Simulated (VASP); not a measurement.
# WF (F-43m) in VASP: a series of runs

The runs below take WF through single point, relaxation of cell and atoms, with PBE.

Everything below comes from runs of VASP 6.6.1. Logs are shortened: lines on timing, memory, paths and dates and some standing lists are left out, and cuts for length are marked.

## Step 1: The cell of the first run

It takes space group F-43m (No. 216, cubic). The conventional cell has a = 4.850 Å, b = 4.850 Å, c = 4.850 Å, α = 90.00°, β = 90.00°, γ = 90.00°. Within 2.8 Å of W (site symmetry -43m) lie 4 F at 2.10 Å. Within 2.8 Å of F (site symmetry -43m) lie 4 W at 2.10 Å.

## Step 2: Single point, PBE

Input file INCAR:

```
PREC = Accurate
ENCUT = 520
EDIFF = 1E-7
ISMEAR = 0
SIGMA = 0.1
LREAL = F
LASPH = T
NELM = 60
ALGO = Normal
ISIF = 2
LWAVE = F
LCHARG = T
GGA = PE
LELF = T
LVHAR = T
NBANDS = 18
```

Input file KPOINTS:

```
Automatic mesh
0
Gamma
  6 6 6
```

Input file POSCAR:

```
WF
1.0
    0.0000000000      2.4250388642      2.4250388642
    2.4250388642      0.0000000000      2.4250388642
    2.4250388642      2.4250388642      0.0000000000
W F
1 1
Direct
    0.0000000000      0.0000000000      0.0000000000
    0.7500000000      0.7500000000      0.7500000000
```

Potentials or basis: VASP PAW PBE potentials, release 64 (W_sv, F).

On the command line:

```console
$ cat potpaw_PBE.64/W_sv/POTCAR potpaw_PBE.64/F/POTCAR > POTCAR
$ mpirun -np 1 vasp_std > vasp.out
```

OUTCAR:

```text
PREC = Accurate
   ENCUT = 520
   EDIFF = 1E-7
   ISMEAR = 0
   LREAL = F
   LASPH = T
   NELM = 60
   ISIF = 2
   GGA = PE

 ion  position               nearest neighbor table
   1  0.000  0.000  0.000-   2 2.10   2 2.10   2 2.10   2 2.10
   2  0.750  0.750  0.750-   1 2.10   1 2.10   1 2.10   1 2.10

  LATTYP: Found a face centered cubic cell.
 ALAT       =     4.8500777284

  Lattice vectors:

 A1 = (   0.0000000000,   2.4250388642,   2.4250388642)
 A2 = (   2.4250388642,   0.0000000000,   2.4250388642)
 A3 = (   2.4250388642,   2.4250388642,   0.0000000000)

Analysis of symmetry for initial positions (statically):
=====================================================================
 Subroutine PRICEL returns:
 Original cell was already a primitive cell.

 Routine SETGRP: Setting up the symmetry group for a
 face centered cubic supercell.

 Subroutine GETGRP returns: Found 24 space group operations
 (whereof 24 operations were pure point group operations)
 out of a pool of 48 trial point group operations.

The static configuration has the point symmetry T_d .

Analysis of symmetry for dynamics (positions and initial velocities):
=====================================================================
 Subroutine PRICEL returns:
 Original cell was already a primitive cell.

 Routine SETGRP: Setting up the symmetry group for a
 face centered cubic supercell.

 Subroutine GETGRP returns: Found 24 space group operations
 (whereof 24 operations were pure point group operations)
 out of a pool of 48 trial point group operations.

The dynamic configuration has the point symmetry T_d .

 Subroutine INISYM returns: Found 24 space group operations
 (whereof 24 operations are pure point group operations),
 and found     1 'primitive' translations

----------------------------------------------------------------------------------------

                                     Primitive cell

  volume of cell :      28.5224

  direct lattice vectors                    reciprocal lattice vectors
     0.000000000  2.425038864  2.425038864    -0.206182263  0.206182263  0.206182263
     2.425038864  0.000000000  2.425038864     0.206182263 -0.206182263  0.206182263
     2.425038864  2.425038864  0.000000000     0.206182263  0.206182263 -0.206182263

  length of vectors
     3.429522851  3.429522851  3.429522851     0.357118155  0.357118155  0.357118155

  position of ions in fractional coordinates (direct lattice)
[... 68 lines left out ...]
   ENCUT  =  520.0 eV  38.22 Ry    6.18 a.u.   6.38  6.38  6.38*2*pi/ulx,y,z
   NELM   =     60;   NELMIN=  2; NELMDL= -5     # of ELM steps
   EDIFF  = 0.1E-06   stopping-criterion for ELM
   LREAL  =      F    real-space projection
   EDIFFG = 0.1E-05   stopping-criterion for IOM
   NSW    =      0    number of steps for IOM
   IBRION =     -1    ionic relax: 0-MD 1-quasi-New 2-CG
   NFREE  =      0    steps in history (QN), initial steepest desc. (CG)
   ISIF   =      2    stress and relaxation
   ISYM   =      2    0-nonsym 1-usesym 2-fastsym
   POTIM  = 0.5000    time-step for ionic-motion
   TEBEG  =    0.0;   TEEND  =   0.0 temperature during run
   PSTRESS=    0.0 pullay stress
   NELECT =      21.0000    total number of electrons
   NUPDOWN=      -1.0000    fix difference up-down
   EMIN   =  10.00;   EMAX   =-10.00  energy-range for DOS
   EFERMI =   0.00;   METHOD = LEGACY
   ISMEAR =     0;   SIGMA  =   0.10  broadening in eV -4-tet -1-fermi 0-gaus
   EFERMI_NEDOS =   21; number of points for ismear=-14 and -15
   IALGO  =     38    algorithm
   IMIX   =      4    mixing-type and parameters
     AMIX     =   0.40;   BMIX     =  1.00
     AMIX_MAG =   1.60;   BMIX_MAG =  1.00
  volume/ion in A,a.u.               =      14.26        96.24
  Fermi-wavevector in a.u.,A,eV,Ry     =   1.478266  2.793518 29.732405  2.185270
  Thomas-Fermi vector in A             =   2.592568
   LORBIT       =      0    0 simple, 1 ext, 2 COOP (PROOUT), +10 PAW based schemes
   GGA     = PE    functional components
   LHFCALC =     F    Hartree Fock is set to
   AEXX    =    0.0000 exact exchange contribution
   IVDW    =     0    specifies the selected vdW correction
   LEPSILON=     F    determine dielectric tensor
   LRPA    =     F    only Hartree local field effects (RPA)
 non-spin polarized calculation
 Gauss-broadening in eV      SIGMA  =   0.10
  energy-cutoff  :      520.00
  volume of cell :       28.52
 maximum number of plane-waves:       778
 NGX is ok and might be reduce to    28
   NGX = 13   NGY = 13   NGZ = 13

 number of electron      21.0000006 magnetization

 Free energy of the ion-electron system (eV)
  ---------------------------------------------------
  ext. energy  EPLUGINS =         0.00000000
  ---------------------------------------------------
  free energy    TOTEN  =       -12.94112836 eV

  energy without entropy =      -12.92831178  energy(sigma->0) =      -12.93472007

 E-fermi :   7.9873     XC(G=0): -11.8431

 val. band max:        7.9478530210   @ k =   0.1667   0.1667   0.0000
 cond. band min:       8.0142129275   @ k =  -0.3333   0.3333   0.1667
 fundamental gap:      0.0663599066
 Fermi energy:         7.9873312159

 k-point     1 :       0.0000    0.0000    0.0000
  band No.  band energies     occupation
      1     -67.2391      2.00000
      2     -31.3515      2.00000
      3     -31.3515      2.00000
      4     -31.3515      2.00000
      5     -20.4421      2.00000
      6      -2.5315      2.00000
[... 313 lines left out ...]
      5     -19.9993      2.00000
      6      -2.6996      2.00000
[... 10 lines left out ...]
     17      17.1213      0.00000
     18      23.5457      0.00000

------------------------ aborting loop because EDIFF is reached ----------------------------------------

  FORCE on cell =-STRESS in cart. coord.  units (eV):
  Direction    XX          YY          ZZ          XY          YZ          ZX
  --------------------------------------------------------------------------------------
  -------------------------------------------------------------------------------------
  Total        0.1781523      0.1781523      0.1781523      0.0000000      0.0000000     -0.0000000
  in kB       10.0072745     10.0072745     10.0072745      0.0000000      0.0000000     -0.0000000
  external PRESSURE =      10.0072745 kB  Pullay stress =       0.0000000 kB

 VOLUME and BASIS-vectors are now :
 -----------------------------------------------------------------------------
  energy-cutoff  :      520.00
  volume of cell :       28.52
      direct lattice vectors                 reciprocal lattice vectors
     0.000000000  2.425038864  2.425038864    -0.206182263  0.206182263  0.206182263
     2.425038864  0.000000000  2.425038864     0.206182263 -0.206182263  0.206182263
     2.425038864  2.425038864  0.000000000     0.206182263  0.206182263 -0.206182263

 POSITION                                       TOTAL-FORCE (eV/Angst)
 -----------------------------------------------------------------------------------
      0.00000      0.00000      0.00000         0.000000      0.000000     -0.000000
      3.63756      3.63756      3.63756        -0.000000     -0.000000      0.000000
 -----------------------------------------------------------------------------------
    total drift:                               -0.000001     -0.000001     -0.000000

  FREE ENERGIE OF THE ION-ELECTRON SYSTEM (eV)
  ---------------------------------------------------
  free  energy   TOTEN  =       -12.9411283584 eV

  energy  without entropy=      -12.9283117760  energy(sigma->0) =      -12.93472007
```

OSZICAR:

```text
N       E                     dE             d eps       ncg     rms          rms(c)
DAV:   1     0.166393286616E+03    0.16639E+03   -0.11110E+04   576   0.123E+03
DAV:   2    -0.752549495008E+01   -0.17392E+03   -0.16949E+03   654   0.357E+02
DAV:   3    -0.138633368217E+02   -0.63378E+01   -0.62928E+01   612   0.653E+01
DAV:   4    -0.139083336512E+02   -0.44997E-01   -0.44988E-01   610   0.610E+00
DAV:   5    -0.139087133643E+02   -0.37971E-03   -0.37971E-03   606   0.546E-01    0.154E+01
DAV:   6    -0.129893777684E+02    0.91934E+00   -0.30889E+00   602   0.171E+01    0.614E+00
DAV:   7    -0.129454833150E+02    0.43894E-01   -0.15851E-01   590   0.369E+00    0.359E+00
DAV:   8    -0.129417103171E+02    0.37730E-02   -0.50240E-02   588   0.144E+00    0.427E-01
DAV:   9    -0.129412347097E+02    0.47561E-03   -0.87090E-03   590   0.881E-01    0.232E-01
DAV:  10    -0.129411300180E+02    0.10469E-03   -0.75619E-04   598   0.231E-01    0.510E-02
DAV:  11    -0.129411279116E+02    0.21064E-05   -0.17992E-05   596   0.362E-02    0.469E-03
DAV:  12    -0.129411283562E+02   -0.44463E-06   -0.67709E-07   634   0.821E-03    0.323E-03
DAV:  13    -0.129411283584E+02   -0.21514E-08   -0.21198E-08   294   0.132E-03
   1 F= -.12941128E+02 E0= -.12934720E+02  d E =-.128166E-01
```

It took 17 s on 1 thread of Intel Xeon 8259CL, shared host; peak memory 0.16 GiB.

What came out:

| Property | Result |
| --- | --- |
| Free energy | -12.9411 eV |
| Pressure | 1.0 GPa |
| Band gap on the k mesh | zero (an odd number of electrons rules out a gap without spin polarisation) |

Levels at points of the mesh, in eV from the Fermi level:
```tsv
k point	band 8	band 9	band 10	band 11	band 12	band 13	band 14	band 15
(0.00, 0.00, 0.00)	-10.52	-4.36	-0.32	-0.32	1.70	1.70	1.70	12.43
(0.50, 0.00, 0.00)	-10.20	-1.81	-0.32	-0.32	1.58	1.58	1.96	4.90
(0.50, 0.50, 0.00)	-9.73	-2.56	-1.62	0.93	1.63	1.63	5.44	6.08
```

Caveat: the k points lie up to 0.37 Å⁻¹ apart, too coarse for converged energies and pressures of a metal; spin-orbit coupling is left out, which moves the levels of the heavy elements; an odd number of electrons without spin polarisation forces a metal; a magnetic or distorted state may lie lower.

(Continued in part 2 of 2.)
